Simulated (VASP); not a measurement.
# BiBrF3 (Pm-3m) in VASP: notebook

The runs below take BiBrF3 through single point, relaxation of cell and atoms, with PBE.

Program: VASP 6.6.1. These are calculated values, not measurements. Logs are shortened: lines on timing, memory, paths and dates and some standing lists are left out, and cuts for length are marked.

## (1) The cell of the first run

It takes space group Pm-3m (No. 221, cubic). The conventional cell has a = 4.614 Å, b = 4.614 Å, c = 4.614 Å, α = 90.00°, β = 90.00°, γ = 90.00°. Within 4.3 Å of Bi (site symmetry m-3m) lie 12 F at 3.26 Å and 8 Br at 4.00 Å. Br (site symmetry m-3m) has 6 F at 2.31 Å within 3.0 Å. Within 3.0 Å of F (site symmetry 4/mmm) lie 2 Br at 2.31 Å.

The cell was built from a structure type or drawn by symmetry, and may not be a known phase.

## (2) Single point, PBE

INCAR reads:

```
SYSTEM = BiBrF3
PREC     = Accurate       ! precision mode
ENCUT    = 520            ! plane-wave cutoff, eV
EDIFF    = 1E-6           ! SCF threshold, eV
ISMEAR   = 0              ! smearing method
SIGMA    = 0.1            ! smearing width, eV
LREAL    = .False.        ! projectors in reciprocal space
LASPH    = .True.         ! aspherical terms in the spheres
NELM     = 100            ! most SCF steps
ALGO     = Normal         ! electronic algorithm
ISIF     = 2              ! what is computed and relaxed
LWAVE    = .False.        ! write WAVECAR
LCHARG   = .False.        ! write CHGCAR
GGA      = PE             ! functional
NBANDS   = 30             ! bands
```

KPOINTS reads:

```
Automatic mesh
0
Gamma
  8 8 8
  0 0 0
```

POSCAR reads:

```
BiBrF3
1.0
    4.6141323996      0.0000000000      0.0000000000
    0.0000000000      4.6141323996      0.0000000000
    0.0000000000      0.0000000000      4.6141323996
Bi Br F
1 1 3
Direct
    0.0000000000      0.0000000000      0.0000000000
    0.5000000000      0.5000000000      0.5000000000
    0.5000000000      0.5000000000      0.0000000000
    0.0000000000      0.5000000000      0.5000000000
    0.5000000000      0.0000000000      0.5000000000
```

Potentials or basis: VASP PAW PBE potentials, release 64 (Bi_d, Br, F).

Command:

```console
$ cat potpaw_PBE.64/Bi_d/POTCAR potpaw_PBE.64/Br/POTCAR potpaw_PBE.64/F/POTCAR > POTCAR
$ mpirun -np 1 vasp_std > vasp.out
```

OUTCAR:

```text
SYSTEM = BiBrF3
   PREC = Accurate
   ENCUT = 520
   EDIFF = 1E-6
   ISMEAR = 0
   LREAL = .False.
   LASPH = .True.
   NELM = 100
   ISIF = 2
   GGA = PE

 ion  position               nearest neighbor table
   1  0.000  0.000  0.000-
   2  0.500  0.500  0.500-   3 2.31   4 2.31   5 2.31   3 2.31   5 2.31   4 2.31
   3  0.500  0.500  0.000-   2 2.31   2 2.31
   4  0.000  0.500  0.500-   2 2.31   2 2.31
   5  0.500  0.000  0.500-   2 2.31   2 2.31

  LATTYP: Found a simple cubic cell.
 ALAT       =     4.6141323996

  Lattice vectors:

 A1 = (   4.6141323996,   0.0000000000,   0.0000000000)
 A2 = (   0.0000000000,   4.6141323996,   0.0000000000)
 A3 = (   0.0000000000,   0.0000000000,   4.6141323996)

Analysis of symmetry for initial positions (statically):
=====================================================================
 Subroutine PRICEL returns:
 Original cell was already a primitive cell.

 Routine SETGRP: Setting up the symmetry group for a
 simple cubic supercell.

 Subroutine GETGRP returns: Found 48 space group operations
 (whereof 48 operations were pure point group operations)
 out of a pool of 48 trial point group operations.

The static configuration has the point symmetry O_h .

Analysis of symmetry for dynamics (positions and initial velocities):
=====================================================================
 Subroutine PRICEL returns:
 Original cell was already a primitive cell.

 Routine SETGRP: Setting up the symmetry group for a
 simple cubic supercell.

 Subroutine GETGRP returns: Found 48 space group operations
 (whereof 48 operations were pure point group operations)
 out of a pool of 48 trial point group operations.

The dynamic configuration has the point symmetry O_h .

 Subroutine INISYM returns: Found 48 space group operations
 (whereof 48 operations are pure point group operations),
 and found     1 'primitive' translations

----------------------------------------------------------------------------------------

                                     Primitive cell

  volume of cell :      98.2359

  direct lattice vectors                    reciprocal lattice vectors
     4.614132400  0.000000000  0.000000000     0.216725467  0.000000000  0.000000000
     0.000000000  4.614132400  0.000000000     0.000000000  0.216725467  0.000000000
     0.000000000  0.000000000  4.614132400     0.000000000  0.000000000  0.216725467

[... 90 lines left out ...]
   LREAL  =      F    real-space projection
   EDIFFG = 0.1E-04   stopping-criterion for IOM
   NSW    =      0    number of steps for IOM
   IBRION =     -1    ionic relax: 0-MD 1-quasi-New 2-CG
   NFREE  =      0    steps in history (QN), initial steepest desc. (CG)
   ISIF   =      2    stress and relaxation
   ISYM   =      2    0-nonsym 1-usesym 2-fastsym
   POTIM  = 0.5000    time-step for ionic-motion
   TEBEG  =    0.0;   TEEND  =   0.0 temperature during run
   PSTRESS=    0.0 pullay stress
   NELECT =      43.0000    total number of electrons
   NUPDOWN=      -1.0000    fix difference up-down
   EMIN   =  10.00;   EMAX   =-10.00  energy-range for DOS
   EFERMI =   0.00;   METHOD = LEGACY
   ISMEAR =     0;   SIGMA  =   0.10  broadening in eV -4-tet -1-fermi 0-gaus
   EFERMI_NEDOS =   21; number of points for ismear=-14 and -15
   IALGO  =     38    algorithm
   IMIX   =      4    mixing-type and parameters
     AMIX     =   0.40;   BMIX     =  1.00
     AMIX_MAG =   1.60;   BMIX_MAG =  1.00
  volume/ion in A,a.u.               =      19.65       132.59
  Fermi-wavevector in a.u.,A,eV,Ry     =   1.243009  2.348946 21.021971  1.545071
  Thomas-Fermi vector in A             =   2.377339
   LORBIT       =      0    0 simple, 1 ext, 2 COOP (PROOUT), +10 PAW based schemes
   GGA     = PE    functional components
   LHFCALC =     F    Hartree Fock is set to
   AEXX    =    0.0000 exact exchange contribution
   IVDW    =     0    specifies the selected vdW correction
   LEPSILON=     F    determine dielectric tensor
   LRPA    =     F    only Hartree local field effects (RPA)
 non-spin polarized calculation
 Gauss-broadening in eV      SIGMA  =   0.10
  energy-cutoff  :      520.00
  volume of cell :       98.24
 maximum number of plane-waves:      2680
 NGX is ok and might be reduce to    36
   NGX = 17   NGY = 17   NGZ = 17

 number of electron      43.0000034 magnetization

 Free energy of the ion-electron system (eV)
  ---------------------------------------------------
  ext. energy  EPLUGINS =         0.00000000
  ---------------------------------------------------
  free energy    TOTEN  =       -12.67089532 eV

  energy without entropy =      -12.64481480  energy(sigma->0) =      -12.65785506

 E-fermi :   3.0505     XC(G=0):  -9.1915

 val. band max:        3.0502956878   @ k =   0.3750   0.2500   0.0000
 cond. band min:       3.0590231635   @ k =   0.5000   0.5000   0.1250
 fundamental gap:      0.0087274758
 Fermi energy:         3.0505147272

 k-point     1 :       0.0000    0.0000    0.0000
  band No.  band energies     occupation
      1     -21.2410      2.00000
      2     -21.2410      2.00000
      3     -21.2292      2.00000
      4     -21.2292      2.00000
      5     -21.2292      2.00000
      6     -20.0531      2.00000
[... 781 lines left out ...]
     29      12.0881      0.00000
     30      13.6629      0.00000

 [... further k-points ...]

------------------------ aborting loop because EDIFF is reached ----------------------------------------

  FORCE on cell =-STRESS in cart. coord.  units (eV):
  Direction    XX          YY          ZZ          XY          YZ          ZX
  --------------------------------------------------------------------------------------
  -------------------------------------------------------------------------------------
  Total       -0.1438314     -0.1438314     -0.1438314      0.0000000      0.0000000      0.0000000
  in kB       -2.3458167     -2.3458167     -2.3458167      0.0000000      0.0000000      0.0000000
  external PRESSURE =      -2.3458167 kB  Pullay stress =       0.0000000 kB

 VOLUME and BASIS-vectors are now :
 -----------------------------------------------------------------------------
  energy-cutoff  :      520.00
  volume of cell :       98.24
      direct lattice vectors                 reciprocal lattice vectors
     4.614132400  0.000000000  0.000000000     0.216725467  0.000000000  0.000000000
     0.000000000  4.614132400  0.000000000     0.000000000  0.216725467  0.000000000
     0.000000000  0.000000000  4.614132400     0.000000000  0.000000000  0.216725467

 POSITION                                       TOTAL-FORCE (eV/Angst)
 -----------------------------------------------------------------------------------
      0.00000      0.00000      0.00000         0.000000      0.000000      0.000000
      2.30707      2.30707      2.30707         0.000000      0.000000      0.000000
      2.30707      2.30707      0.00000         0.000000      0.000000      0.000000
      0.00000      2.30707      2.30707         0.000000      0.000000      0.000000
      2.30707      0.00000      2.30707         0.000000      0.000000      0.000000
 -----------------------------------------------------------------------------------
    total drift:                                0.000000      0.000000      0.000000

  FREE ENERGIE OF THE ION-ELECTRON SYSTEM (eV)
  ---------------------------------------------------
  free  energy   TOTEN  =       -12.6708953160 eV

  energy  without entropy=      -12.6448148011  energy(sigma->0) =      -12.65785506
```

OSZICAR:

```text
N       E                     dE             d eps       ncg     rms          rms(c)
DAV:   1     0.448658377455E+03    0.44866E+03   -0.21650E+04  2100   0.148E+03
DAV:   2     0.318289622814E+02   -0.41683E+03   -0.39733E+03  2454   0.415E+02
DAV:   3    -0.156806009211E+02   -0.47510E+02   -0.46001E+02  2406   0.144E+02
DAV:   4    -0.172508472688E+02   -0.15702E+01   -0.15592E+01  2388   0.285E+01
DAV:   5    -0.172988254358E+02   -0.47978E-01   -0.47970E-01  2852   0.497E+00    0.150E+01
DAV:   6    -0.144010340335E+02    0.28978E+01   -0.47659E+01  2376   0.263E+01    0.113E+01
DAV:   7    -0.128370989350E+02    0.15639E+01   -0.93916E+00  2418   0.115E+01    0.739E+00
DAV:   8    -0.127177840670E+02    0.11931E+00   -0.38476E-01  2376   0.325E+00    0.508E+00
DAV:   9    -0.126934184582E+02    0.24366E-01   -0.28088E-01  2676   0.283E+00    0.139E+00
DAV:  10    -0.126724146730E+02    0.21004E-01   -0.11137E-01  2618   0.148E+00    0.736E-01
DAV:  11    -0.126709853470E+02    0.14293E-02   -0.85410E-03  2468   0.338E-01    0.731E-02
DAV:  12    -0.126708795124E+02    0.10583E-03   -0.59156E-04  2480   0.170E-01    0.277E-02
DAV:  13    -0.126709006228E+02   -0.21110E-04   -0.12835E-04  2560   0.541E-02    0.167E-02
DAV:  14    -0.126708955269E+02    0.50958E-05   -0.22694E-05  2148   0.196E-02    0.770E-03
DAV:  15    -0.126708953160E+02    0.21097E-06   -0.14795E-06  1728   0.773E-03
   1 F= -.12670895E+02 E0= -.12657855E+02  d E =-.260805E-01
```

stdout:

```text
POSCAR found type information on POSCAR BiBrF
 POSCAR found :  3 types and       5 ions
 scaLAPACK will be used
 LDA part: xc-table for (Slater+PW92), standard interpolation
 POSCAR, INCAR and KPOINTS ok, starting setup
 FFT: planning ... GRIDC
 FFT: planning ... GRID_SOFT
 FFT: planning ... GRID
 WAVECAR not read
 entering main loop
```

Wall time 31 s (1 thread of Intel Xeon 6975P-C (Granite Rapids), shared host); peak memory 0.26 GiB.

What came out:

- Free energy: -12.6709 eV
- Pressure: -0.2 GPa
- Band gap on the k mesh: zero (an odd number of electrons rules out a gap without spin polarisation)

Levels at points of the mesh, in eV from the Fermi level:
| k point | band 19 | band 20 | band 21 | band 22 | band 23 | band 24 | band 25 | band 26 |
| --- | --- | --- | --- | --- | --- | --- | --- | --- |
| (0.00, 0.00, 0.00) | -3.93 | 0.80 | 0.80 | 0.80 | 1.17 | 1.17 | 1.17 | 6.44 |
| (0.50, 0.00, 0.00) | -3.93 | -1.57 | -1.05 | 0.59 | 0.59 | 0.91 | 0.91 | 7.38 |
| (0.50, 0.50, 0.00) | -3.61 | -1.94 | -1.94 | -0.05 | -0.05 | 0.34 | 0.77 | 7.89 |
| (0.50, 0.50, 0.50) | -3.23 | -2.43 | -2.43 | -2.43 | 0.38 | 0.38 | 0.38 | 8.75 |

Caveat: spin-orbit coupling is left out, which moves the levels of the heavy elements; an odd number of electrons without spin polarisation forces a metal; a magnetic or distorted state may lie lower.

[end of part 1 of 2]
